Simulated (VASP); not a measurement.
The system is SiGe3Pt.

```
Si Ge Pt
1.0
     4.00000    0.00000    0.00000
    -2.00000    3.46410    0.00000
     0.00000    0.00000    7.00000
Si Ge Pt
1 3 1
Cartesian
  0.0000 0.0000 3.1850
  2.0000 1.1547 3.8150
  2.0000 1.1547 6.1600
  0.0000 0.0000 0.8400
  0.0000 2.3094 0.0000
```

- Program: VASP 6.6.1
- Task: relaxation of cell and atoms
- Functional: PBE
- Potentials or basis: VASP PAW PBE potentials, release 64 (Si, Ge_d, Pt)
- Cutoff: 600 eV
- k mesh: 5 × 5 × 3
- Occupations: gaussian, width 0.2 eV
- Spin: no spin polarisation

At the start: pressure 11.7 GPa; volume 19.40 Å³/atom.

Problem. How do energy, volume and symmetry change on relaxing?

Solution. Over 15 steps the energy falls by 87.9 meV/atom and the volume is 21.76 Å³/atom (+12.1 %); space group P3m1 (No. 156, to 0.1 Å) before and after.

Step by step:
| step | energy change (eV) | largest force (eV/Å) | pressure (GPa) | volume (Å³) |
| --- | --- | --- | --- | --- |
| 1 | 0.0000 | 0.7201 | 11.69 | 96.99 |
| 2 | -0.2099 | 0.4472 | -5.96 | 118.23 |
| 3 | -0.3962 | 0.4199 | -0.36 | 108.65 |
| 4 | -0.4161 | 0.2618 | 0.17 | 108.59 |
| 5 | -0.4162 | 0.2705 | 0.19 | 108.59 |
| 6 | -0.4219 | 0.1979 | -0.07 | 108.95 |
| 7 | -0.4299 | 0.1412 | -0.84 | 110.03 |
| 8 | -0.4330 | 0.1669 | -0.60 | 109.74 |
| 9 | -0.4347 | 0.2004 | -0.26 | 109.36 |
| 10 | -0.4348 | 0.2069 | -0.19 | 109.29 |
| 11 | -0.4361 | 0.1864 | -0.13 | 109.15 |
| 12 | -0.4386 | 0.1227 | 0.12 | 108.73 |
| 13 | -0.4367 | 0.1781 | 0.64 | 107.89 |
| 14 | -0.4390 | 0.0971 | 0.29 | 108.48 |
| 15 | -0.4397 | 0.0589 | -0.03 | 108.78 |

Final structure:
```
CELL_PARAMETERS angstrom
4.06426 0.00000 0.00000
-2.03213 3.51975 0.00000
0.00000 0.00000 7.60407
ATOMIC_POSITIONS crystal
Si 0.00000 0.00000 0.44847
Ge 0.66667 0.33333 0.54429
Ge 0.66667 0.33333 0.88083
Ge 0.00000 0.00000 0.12432
Pt 0.33333 0.66667 0.00210
```

Caveat: the k points lie up to 0.36 Å⁻¹ apart in the final cell, too coarse for converged energies and pressures of a metal; the relaxation stopped at a loose force limit of 0.08 eV/Å, so its end isn't a converged minimum.
